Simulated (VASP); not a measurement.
# Pd (P6_3/mmc) in VASP: further runs, part 2 of 2

VASP 6.6.1.

### Step 4. Relaxation of cell and atoms, LDA, target pressure 40 GPa, at which the enthalpy is minimised

INCAR

```
SYSTEM = Pd
ALGO     = Normal         ! electronic algorithm
EDIFF    = 1E-7           ! SCF threshold, eV
EDIFFG   = -0.01          ! ionic threshold
ENCUT    = 600            ! plane-wave cutoff, eV
GGA      = CA             ! functional
IBRION   = 2              ! ionic algorithm
ISIF     = 3              ! what is computed and relaxed
ISMEAR   = 0              ! smearing method
LASPH    = .True.         ! aspherical terms in the spheres
LCHARG   = .False.        ! write CHGCAR
LREAL    = .False.        ! projectors in reciprocal space
LWAVE    = .False.        ! write WAVECAR
NELM     = 60             ! most SCF steps
NSW      = 60             ! ionic steps
PREC     = Accurate       ! precision mode
PSTRESS  = 400.0        
SIGMA    = 0.05           ! smearing width, eV
```

KPOINTS

```
k-points
0
Gamma
  8 8 5
  0 0 0
```

POSCAR

```
Pd
1.0
    2.7500000000      0.0000000000      0.0000000000
   -1.3750000000      2.3815698604      0.0000000000
    0.0000000000      0.0000000000      4.4907500000
Pd
2
Direct
    0.3333333333      0.6666666667      0.2500000000
    0.6666666667      0.3333333333      0.7500000000
```

Run with:

```
cat potpaw_LDA.64/Pd/POTCAR > POTCAR
mpirun -np 1 vasp_std > vasp.out
```

Wall time 66 s (1 thread of Intel Xeon Platinum 8559C (Emerald Rapids), shared host); peak memory 0.15 GiB.

The run converged. Its results:

```yaml
Free_energy: -12.5347 eV
Relaxed_volume: 12.53 Å³/atom
Relaxed_cell: a = 2.585 Å, b = 2.585 Å, c = 4.330 Å, α = 90.00°, β = 90.00°, γ = 120.00°
Space_group_after_relaxing_to_0.1_Å: P6_3/mmc (No. 194)
Energy_change_on_relaxing_the_run_minimises_the_enthalpy: +169.5 meV/atom
Ionic_steps: 10
Pressure_after_relaxing: 40.0 GPa
Band_gap_on_the_k_mesh: zero (bands 10 and 11 overlap by 0.99 eV)
```

The path:
```
step  energy change (eV)  largest force (eV/Å)  pressure (GPa)  volume (Å³)
   1              0.0000                0.0000           -6.78        29.41
   2             18.1023                0.0000          798.67        14.65
   3              0.1668                0.0000           26.72        25.93
   4              0.2416                0.0000           32.63        25.52
   5              0.3516                0.0000           40.41        25.04
   6              0.3311                0.0000           39.04        25.12
   7              0.3275                0.0000           39.22        25.11
   8              0.3274                0.0000           39.22        25.11
   9              0.3753                0.0000           42.41        24.92
  10              0.3389                0.0000           40.00        25.06
```

Final structure:
```xyz
2
Lattice="2.5853 0.0000 0.0000 -1.2926 2.2389 0.0000 0.0000 0.0000 4.3298" Properties=species:S:1:pos:R:3 pbc="T T T"
Pd    0.0000    1.4926    1.0825
Pd    1.2926    0.7463    3.2473
```

Levels at points of the mesh, in eV from the Fermi level:
```
           k point  band 6  band 7  band 8  band 9  band 10  band 11  band 12  band 13  band 14
(0.00, 0.00, 0.00)   -3.20   -3.20   -2.19   -2.19    -0.33    -0.33     0.29     8.23    17.12
(0.50, 0.00, 0.00)   -2.89   -2.45    0.04    0.04     0.29     2.90     5.21    10.68    10.89
```

Caveat: the cell is relaxed towards a set pressure, so the run minimises the enthalpy, not the energy.

### Step 5. Relaxation of cell and atoms, LDA, target pressure 60 GPa, at which the enthalpy is minimised

INCAR

```
SYSTEM = Pd
  ALGO = Normal
  EDIFF = 1E-6
  EDIFFG = -0.01
  ENCUT = 600
  IBRION = 2
  ISIF = 3
  ISMEAR = 0
  LASPH = .True.
  LCHARG = .False.
  LREAL = .False.
  LWAVE = .False.
  NELM = 80
  NSW = 60
  PREC = Accurate
  PSTRESS = 600.0
  SIGMA = 0.05
```

KPOINTS is that of step 4.

POSCAR is that of step 4.

Potentials or basis: VASP PAW LDA potentials, release 64 (Pd).

Run with:

```
cat potpaw_LDA.64/Pd/POTCAR > POTCAR
mpirun -np 1 vasp_std > vasp.out
```

OUTCAR:

```text
SYSTEM = Pd
   EDIFF = 1E-6
   EDIFFG = -0.01
   ENCUT = 600
   IBRION = 2
   ISIF = 3
   ISMEAR = 0
   LASPH = .True.
   LREAL = .False.
   NELM = 80
   NSW = 60
   PREC = Accurate
   PSTRESS = 600.0

 ion  position               nearest neighbor table
   1  0.333  0.667  0.250-   2 2.75   2 2.75   2 2.75   2 2.75   2 2.75   2 2.75
   2  0.667  0.333  0.750-   1 2.75   1 2.75   1 2.75   1 2.75   1 2.75   1 2.75

  LATTYP: Found a hexagonal cell.
 ALAT       =     2.7500000000
 C/A-ratio  =     1.6330000000

  Lattice vectors:

 A1 = (   2.7500000000,   0.0000000000,   0.0000000000)
 A2 = (  -1.3750000000,   2.3815698604,   0.0000000000)
 A3 = (   0.0000000000,   0.0000000000,   4.4907500000)

Analysis of symmetry for initial positions (statically):
=====================================================================
 Subroutine PRICEL returns:
 Original cell was already a primitive cell.

[... 189 lines left out ...]
      6       7.2538      2.00000
      7       7.2538      2.00000
      8       7.8540      2.00000
      9       7.8540      2.00000
     10       9.4224      2.00000
     11       9.4224      2.00000
     12      10.5904      0.00000
     13      16.9005      0.00000
     14      26.6297      0.00000
[... 656 lines left out ...]
--------------------------------------- Ionic step        8  -------------------------------------------

 number of electron      20.0000000 magnetization

 Free energy of the ion-electron system (eV)
  ---------------------------------------------------
  ext. energy  EPLUGINS =         0.00000000
  ---------------------------------------------------
  free energy    TOTEN  =       -12.20714418 eV

  energy without entropy =      -12.20405287  energy(sigma->0) =      -12.20559853

 E-fermi :  13.6283     XC(G=0): -14.8096

 val. band max:       13.5875621704   @ k =   0.3750   0.1250   0.0000
 cond. band min:      13.6303634320   @ k =   0.5000   0.0000   0.4000
 fundamental gap:      0.0428012616
 Fermi energy:        13.6282952473

 k-point     1 :       0.0000    0.0000    0.0000
  band No.  band energies     occupation
      1       4.6131      2.00000
      2       6.3682      2.00000
      3       9.4087      2.00000
      4       9.7054      2.00000
      5       9.7054      2.00000
      6      10.2102      2.00000
      7      10.2102      2.00000
      8      11.2697      2.00000
      9      11.2697      2.00000
     10      13.2758      2.00000
     11      13.2758      2.00000
     12      13.8214      0.00000
     13      22.2936      0.00000
     14      30.6841      0.00000
[... 424 lines left out ...]
  energy  without entropy=      -12.2040528673  energy(sigma->0) =      -12.20559853

  enthalpy is  TOTEN    =        -3.2178314452 eV   P V=        8.9893127382

 reached required accuracy - stopping structural energy minimisation
```

CONTCAR:

```text
Pd
   1.00000000000000
     2.5495117998356931    0.0000000000000000    0.0000000000000000
    -1.2747558999178465    2.2079419858974321   -0.0000000000000000
    -0.0000000000000000    0.0000000000000000    4.2642350686159194
  Pd
     2
Direct
     0.3333333332999970    0.6666666667000030    0.2500000000000000
     0.6666666667000030    0.3333333332999970    0.7500000000000000

  0.00000000E+00  0.00000000E+00  0.00000000E+00
  0.00000000E+00  0.00000000E+00  0.00000000E+00
```

Wall time 66 s (1 thread of Intel Xeon Platinum 8559C (Emerald Rapids), shared host); peak memory 0.16 GiB.

What came out:

| Quantity | Value |
| --- | --- |
| Free energy | -12.2071 eV |
| Relaxed volume | 12.00 Å³/atom |
| Relaxed cell | a = 2.550 Å, b = 2.550 Å, c = 4.264 Å, α = 90.00°, β = 90.00°, γ = 120.00° |
| Space group after relaxing (to 0.1 Å) | P6_3/mmc (No. 194) |
| Energy change on relaxing (the run minimises the enthalpy) | +333.2 meV/atom |
| Ionic steps | 8 |
| Pressure after relaxing | 60.0 GPa |
| Band gap on the k mesh | zero (bands 10 and 11 overlap by 1.06 eV) |

The path:
```csv
step,energy change (eV),largest force (eV/Å),pressure (GPa),volume (Å³)
1,0.0000,0.0000,-6.78,29.41
2,58.9767,0.0000,2507.89,10.27
3,0.1244,0.0000,22.93,26.21
4,0.2617,0.0000,34.05,25.43
5,0.7266,0.0000,63.05,23.87
6,0.6705,0.0000,59.92,24.01
7,0.6678,0.0000,60.11,24.00
8,0.6665,0.0000,60.04,24.00
```

Final structure:
```cif
data_structure
_symmetry_space_group_name_H-M 'P 1'
_symmetry_Int_Tables_number 1
_cell_length_a 2.5495
_cell_length_b 2.5495
_cell_length_c 4.2642
_cell_angle_alpha 90.000
_cell_angle_beta 90.000
_cell_angle_gamma 120.000
_cell_volume 24.00
loop_
_atom_site_label
_atom_site_type_symbol
_atom_site_fract_x
_atom_site_fract_y
_atom_site_fract_z
_atom_site_occupancy
Pd1 Pd 0.33333 0.66667 0.25000 1
Pd2 Pd 0.66667 0.33333 0.75000 1
```

Caveat: the cell is relaxed towards a set pressure, so the run minimises the enthalpy, not the energy; the volume moved by over 15 % at a fixed basis, so the end points are rough.

### Step 6. The runs side by side

| cell | gap on the mesh (eV) | pressure (GPa) |
| --- | --- | --- |
| relaxed | none | 0.0 |
| relaxed to 20 GPa | none | 20.0 |
| relaxed to 40 GPa | none | 40.0 |
| relaxed to 60 GPa | none | 60.0 |

Alike in all rows: task relaxation of cell and atoms; level LDA; potentials or basis VASP PAW LDA potentials, release 64 (Pd); no spin polarisation; k mesh 8 × 8 × 5; cutoff (eV) 600; smearing gaussian 0.05 eV.

Caveats: the cell is relaxed towards a set pressure, so the run minimises the enthalpy, not the energy (at least some runs); the volume moved by over 15 % at a fixed basis, so the end points are rough (at least some runs).

Absolute energies hang on the potentials; compare differences alone.
